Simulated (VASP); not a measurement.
Runs of VASP 6.6.1 on Be3Cd2O3. The structure is that of space group R-3m (No. 166), or close to it. The cells are those of the table. 

```tsv
cell	gap on the mesh (eV)	pressure (GPa)	largest force (eV/Å)
a = 5.710 Å, angles 53.5°, 8 atoms	none	(a)	0.03
a = 4.555 Å, angles 80.5°, 8 atoms	none	0.6	-
a = 4.554 Å, angles 81.1°, 8 atoms	none	0.5	-
a = 4.871 Å, angles 98.2°, 8 atoms	none	0.9	0.03
```

Alike in all rows: task single point; level PBE; potentials or basis VASP PAW PBE potentials, release 64 (Be, Cd, O); no spin polarisation; k mesh 4 × 4 × 4; cutoff (eV) 600; smearing gaussian 0.2 eV.

Q: Fill in the values left out.

A: (a) -0.1.

Caveats: some runs use coarse meshes.

A k mesh can miss the band edges, and the runs leave out spin-orbit coupling on Cd.

A gap of «none» marks levels without a gap at the run's occupations.
